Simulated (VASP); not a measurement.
# HPbNO4 (P1) in VASP: single point with PBE

Aim: the single point of HPbNO4 with PBE.

Program: VASP 6.6.1. These are calculated values, not measurements. Logs are shortened: lines on timing, memory, paths and dates and some standing lists are left out, and cuts for length are marked.

## 1. The cell of the first run

The typed cell holds 7 atoms: a = 3.858 Å, b = 5.535 Å, c = 6.055 Å, α = 106.62°, β = 93.97°, γ = 90.45°.

## 2. Single point, PBE

The input, INCAR:

```
ALGO = Fast ; EDIFF = 1E-6
ENCUT = 520 ; GGA = PE
ISIF = 2 ; ISMEAR = -1
LASPH = True ; LCHARG = False
LREAL = False ; LWAVE = False
NBANDS = 31 ; NELM = 100
PREC = Accurate ; SIGMA = 0.05
```

The input, KPOINTS:

```
k-points
0
Gamma
  7 5 5
```

The input, POSCAR:

```
HPbNO4
1.0
    3.8540400000      0.1438400000      0.0901200000
   -0.2532000000      5.5269800000      0.1647100000
   -0.4819700000     -1.9272000000      5.7202500000
H Pb N O
1 1 1 4
Direct
    0.1091300000      0.6571800000      0.5446300000
    0.6102900000      0.5212700000      0.1510000000
    0.9158000000      0.9626300000      0.9586700000
    0.0138400000      0.1363900000      0.8808400000
    0.7239800000      0.0105700000      0.1285800000
    0.0038900000      0.7373200000      0.8704300000
    0.1192700000      0.5932400000      0.3765100000
```

Potentials or basis: VASP PAW PBE potentials, release 64 (H, Pb_d, N, O).

On the command line:

```console
$ cat potpaw_PBE.64/H/POTCAR potpaw_PBE.64/Pb_d/POTCAR potpaw_PBE.64/N/POTCAR potpaw_PBE.64/O/POTCAR > POTCAR
$ mpirun -np 1 vasp_std > vasp.out
```

OUTCAR:

```text
EDIFF = 1E-6
   ENCUT = 520
   GGA = PE
   ISIF = 2
   ISMEAR = -1
   LASPH = True
   LREAL = False
   NELM = 100
   PREC = Accurate

 ion  position               nearest neighbor table
   1  0.109  0.657  0.545-   7 0.98
   2  0.610  0.521  0.151-   7 2.28   7 2.38   5 2.78   5 2.83   4 2.84   6 2.85
   3  0.916  0.963  0.959-   4 1.25   6 1.27   5 1.28
   4  0.014  0.136  0.881-   3 1.25   2 2.84
   5  0.724  0.011  0.129-   3 1.28   2 2.78   2 2.83
   6  0.004  0.737  0.870-   3 1.27   2 2.85
   7  0.119  0.593  0.377-   1 0.98   2 2.28   2 2.38

  LATTYP: Found a triclinic cell.
 ALAT       =     6.9506566964
 B/A-ratio  =     0.5550232440
 C/A-ratio  =     0.7963604173
 COS(alpha) =     0.0077737674
 COS(beta)  =     0.2535091708
 COS(gamma) =     0.4946358889

  Lattice vectors:

 A1 = (  -3.3720700000,   1.7833600000,  -5.8103700000)
 A2 = (  -3.8540400000,  -0.1438400000,  -0.0901200000)
 A3 = (  -0.2532000000,   5.5269800000,   0.1647100000)

Analysis of symmetry for initial positions (statically):
=====================================================================
 Subroutine PRICEL returns:
 Original cell was already a primitive cell.

 Routine SETGRP: Setting up the symmetry group for a
 triclinic supercell.

 Subroutine GETGRP returns: Found  1 space group operations
 (whereof  1 operations were pure point group operations)
 out of a pool of  2 trial point group operations.

The static configuration has the point symmetry C_1 .

Analysis of symmetry for dynamics (positions and initial velocities):
=====================================================================
 Subroutine PRICEL returns:
 Original cell was already a primitive cell.

 Routine SETGRP: Setting up the symmetry group for a
 triclinic supercell.

 Subroutine GETGRP returns: Found  1 space group operations
 (whereof  1 operations were pure point group operations)
 out of a pool of  2 trial point group operations.

The dynamic configuration has the point symmetry C_1 .

 Subroutine INISYM returns: Found  1 space group operations
 (whereof  1 operations are pure point group operations),
 and found     1 'primitive' translations

----------------------------------------------------------------------------------------

                                     Primitive cell

  volume of cell :     123.5525

  direct lattice vectors                    reciprocal lattice vectors
     3.854040000  0.143840000  0.090120000     0.258457951  0.011080161  0.025509840
    -0.253200000  5.526980000  0.164710000    -0.008065233  0.178786348  0.059555063
    -0.481970000 -1.927200000  5.720250000    -0.003839658 -0.005322572  0.172700798

  length of vectors
     3.857776028  5.535227867  6.055382315     0.259950062  0.188617103  0.172825456

  position of ions in fractional coordinates (direct lattice)
     0.109130000  0.657180000  0.544630000
     0.610290000  0.521270000  0.151000000
     0.915800000  0.962630000  0.958670000
     0.013840000  0.136390000  0.880840000
     0.723980000  0.010570000  0.128580000
     0.003890000  0.737320000  0.870430000
     0.119270000  0.593240000  0.376510000

  ion indices of the primitive-cell ions
   primitive index   ion index
                 1           1
                 2           2
                 3           3
                 4           4
                 5           5
                 6           6
                 7           7

----------------------------------------------------------------------------------------

 KPOINTS: k-points

Automatic generation of k-mesh.
 Grid dimensions read from file:
 generate k-points for:    7    5    5

 Generating k-lattice:

  Cartesian coordinates                     Fractional coordinates (reciprocal lattice)
     0.036922564  0.001582880  0.003644263     0.142857143 -0.000000000  0.000000000
    -0.001613047  0.035757270  0.011911013     0.000000000  0.200000000  0.000000000
    -0.000767932 -0.001064514  0.034540160    -0.000000000 -0.000000000  0.200000000

  Length of vectors
     0.037135723  0.037723421  0.034565091

  Shift w.r.t. Gamma in fractional coordinates (k-lattice)
     0.000000000  0.000000000  0.000000000

 Subroutine IBZKPT returns following result:
 ===========================================

 Found     88 irreducible k-points:

 Following reciprocal coordinates:
            Coordinates               Weight
  0.000000  0.000000  0.000000      1.000000
  0.142857  0.000000  0.000000      2.000000
  0.285714  0.000000  0.000000      2.000000
  0.428571  0.000000  0.000000      2.000000
  0.000000  0.200000  0.000000      2.000000
  0.142857  0.200000  0.000000      2.000000
[... 16 lines left out ...]
 -0.428571 -0.000000  0.200000      2.000000
 -0.285714 -0.000000  0.200000      2.000000
 [... further k-points ...]
   k-points           NKPTS =     88   k-points in BZ     NKDIM =     88   number of bands    NBANDS=     31
   number of dos      NEDOS =    301   number of ions     NIONS =      7
   total plane-waves  NPLWV =  60480
   dimension x,y,z NGX =    30 NGY =   42 NGZ =   48
   dimension x,y,z NGXF=    60 NGYF=   84 NGZF=   96
   ions per type =               1   1   1   4
   NGX,Y,Z   is equivalent  to a cutoff of  12.93, 12.61, 13.18 a.u.
   NGXF,Y,Z  is equivalent  to a cutoff of  25.86, 25.23, 26.36 a.u.
 SYSTEM =  unknown system
   PREC   = accura    normal or accurate (medium, high low for compatibility)
   ISTART =      0    job   : 0-new  1-cont  2-samecut
   ICHARG =      2    charge: 1-file 2-atom 10-const
   ISPIN  =      1    spin polarized calculation?
   LNONCOLLINEAR =      F non collinear calculations
   LSORBIT =      F    spin-orbit coupling
   LASPH  =      T    aspherical Exc in radial PAW
   ENCUT  =  520.0 eV  38.22 Ry    6.18 a.u.   7.17 10.29 11.26*2*pi/ulx,y,z
   NELM   =    100;   NELMIN=  2; NELMDL= -5     # of ELM steps
   EDIFF  = 0.1E-05   stopping-criterion for ELM
   LREAL  =      F    real-space projection
   EDIFFG = 0.1E-04   stopping-criterion for IOM
   NSW    =      0    number of steps for IOM
   IBRION =     -1    ionic relax: 0-MD 1-quasi-New 2-CG
   NFREE  =      0    steps in history (QN), initial steepest desc. (CG)
   ISIF   =      2    stress and relaxation
   ISYM   =      2    0-nonsym 1-usesym 2-fastsym
   POTIM  = 0.5000    time-step for ionic-motion
   TEBEG  =    0.0;   TEEND  =   0.0 temperature during run
   PSTRESS=    0.0 pullay stress
   NELECT =      44.0000    total number of electrons
   NUPDOWN=      -1.0000    fix difference up-down
   EMIN   =  10.00;   EMAX   =-10.00  energy-range for DOS
   EFERMI =   0.00;   METHOD = LEGACY
   ISMEAR =    -1;   SIGMA  =   0.05  broadening in eV -4-tet -1-fermi 0-gaus
   EFERMI_NEDOS =   21; number of points for ismear=-14 and -15
   IALGO  =     68    algorithm
   IMIX   =      4    mixing-type and parameters
     AMIX     =   0.40;   BMIX     =  1.00
     AMIX_MAG =   1.60;   BMIX_MAG =  1.00
  volume/ion in A,a.u.               =      17.65       119.11
  Fermi-wavevector in a.u.,A,eV,Ry     =   1.160402  2.192842 18.320693  1.346533
  Thomas-Fermi vector in A             =   2.296985
   LORBIT       =      0    0 simple, 1 ext, 2 COOP (PROOUT), +10 PAW based schemes
   GGA     = PE    functional components
   LHFCALC =     F    Hartree Fock is set to
   AEXX    =    0.0000 exact exchange contribution
   IVDW    =     0    specifies the selected vdW correction
   LEPSILON=     F    determine dielectric tensor
   LRPA    =     F    only Hartree local field effects (RPA)
 non-spin polarized calculation
 RMM-DIIS sequential band-by-band and
  energy-cutoff  :      520.00
  volume of cell :      123.55
 maximum number of plane-waves:      3346
 NGX is ok and might be reduce to    30
   NGX = 15   NGY = 21   NGZ = 23

 number of electron      44.0000005 magnetization

 Free energy of the ion-electron system (eV)
  ---------------------------------------------------
  ext. energy  EPLUGINS =         0.00000000
  ---------------------------------------------------
  free energy    TOTEN  =       -40.40205783 eV

  energy without entropy =      -40.40205783  energy(sigma->0) =      -40.40205783

 E-fermi :   0.4333     XC(G=0):  -7.5545

 val. band max:       -0.7138248182   @ k =  -0.4286  -0.4000   0.4000
 cond. band min:       2.4245520050   @ k =   0.4286  -0.0000   0.4000
 fundamental gap:      3.1383768231
 Fermi energy:         0.4333444427

 k-point     1 :       0.0000    0.0000    0.0000
  band No.  band energies     occupation
      1     -26.4497      2.00000
      2     -21.0427      2.00000
      3     -20.8016      2.00000
      4     -18.2157      2.00000
      5     -15.7747      2.00000
      6     -15.7510      2.00000
[... 23 lines left out ...]
     30       9.4298      0.00000
     31      10.1054      0.00000

 k-point     2 :       0.1429    0.0000    0.0000
  band No.  band energies     occupation
      1     -26.4428      2.00000
      2     -21.0405      2.00000
      3     -20.8103      2.00000
      4     -18.2151      2.00000
      5     -15.7747      2.00000
      6     -15.7632      2.00000
[... 23 lines left out ...]
     30       9.5644      0.00000
     31      10.3705      0.00000

 k-point     3 :       0.2857    0.0000    0.0000
  band No.  band energies     occupation
      1     -26.4274      2.00000
      2     -21.0362      2.00000
      3     -20.8296      2.00000
      4     -18.2154      2.00000
      5     -15.7792      2.00000
      6     -15.7746      2.00000
[... 703 lines left out ...]
     30       9.8871      0.00000
     31      10.5273      0.00000

 k-point    24 :      -0.2857   -0.0000    0.2000
  band No.  band energies     occupation
      1     -26.4272      2.00000
      2     -21.0362      2.00000
      3     -20.8303      2.00000
      4     -18.2157      2.00000
      5     -15.7790      2.00000
      6     -15.7746      2.00000
[... 23 lines left out ...]
     30       9.8875      0.00000
     31      10.4755      0.00000

 [... further k-points ...]

------------------------ aborting loop because EDIFF is reached ----------------------------------------

  FORCE on cell =-STRESS in cart. coord.  units (eV):
  Direction    XX          YY          ZZ          XY          YZ          ZX
  --------------------------------------------------------------------------------------
  -------------------------------------------------------------------------------------
  Total        0.1615717      0.6291408      0.3701769      0.0306386      0.0150718     -0.3227502
  in kB        2.0951937      8.1584336      4.8002977      0.3973087      0.1954454     -4.1852892
  external PRESSURE =       5.0179750 kB  Pullay stress =       0.0000000 kB

 VOLUME and BASIS-vectors are now :
 -----------------------------------------------------------------------------
  energy-cutoff  :      520.00
  volume of cell :      123.55
      direct lattice vectors                 reciprocal lattice vectors
     3.854040000  0.143840000  0.090120000     0.258457951  0.011080161  0.025509840
    -0.253200000  5.526980000  0.164710000    -0.008065233  0.178786348  0.059555063
    -0.481970000 -1.927200000  5.720250000    -0.003839658 -0.005322572  0.172700798

 POSITION                                       TOTAL-FORCE (eV/Angst)
 -----------------------------------------------------------------------------------
     -0.00830      2.59831      3.23350        -0.010058     -0.002185      0.099706
      2.14732      2.67783      1.00462        -0.016542     -0.000855     -0.017554
      2.82374      3.60462      5.72492        -0.015436     -0.045788      0.019132
     -0.40573     -0.94174      5.06234         0.126291      0.381209     -0.131932
      2.72560     -0.08524      0.80250        -0.231959     -0.026008      0.262523
     -0.59122      2.39822      5.10087         0.127034     -0.307230     -0.154459
      0.12800      2.57037      2.26219         0.020669      0.000856     -0.077416
 -----------------------------------------------------------------------------------
    total drift:                               -0.000303     -0.000286      0.000781

  FREE ENERGIE OF THE ION-ELECTRON SYSTEM (eV)
  ---------------------------------------------------
  free  energy   TOTEN  =       -40.4020578344 eV

  energy  without entropy=      -40.4020578344  energy(sigma->0) =      -40.40205783
```

It took 5.2 min on 1 thread of Intel Xeon Platinum 8488C (Sapphire Rapids), shared host; peak memory 0.46 GiB.

What came out:

| Property | Result |
| --- | --- |
| Free energy | -40.4021 eV |
| Pressure | 0.5 GPa |
| Largest force | 0.423 eV/Å |
| Band gap on the k mesh | 3.14 eV (least direct gap 3.22 eV) |

Forces on the atoms (eV/Å):
```
H   -0.010 -0.002  0.100
Pb  -0.017 -0.001 -0.018
N   -0.015 -0.046  0.019
O    0.126  0.381 -0.132
O   -0.232 -0.026  0.263
O    0.127 -0.307 -0.154
O    0.021  0.001 -0.077
```

Levels at points of the mesh, in eV from the valence-band top:
| k point | band 20 | band 21 | band 22 | band 23 | band 24 | band 25 |
| --- | --- | --- | --- | --- | --- | --- |
| (0.00, 0.00, 0.00) | -1.47 | -0.68 | -0.41 | 3.47 | 4.38 | 5.84 |

Caveat: the standard files for N, O and F lose accuracy on very short bonds; spin-orbit coupling is left out, which moves the levels of the heavy elements; an odd mesh through Γ misses points on the zone boundary, where band edges can lie.
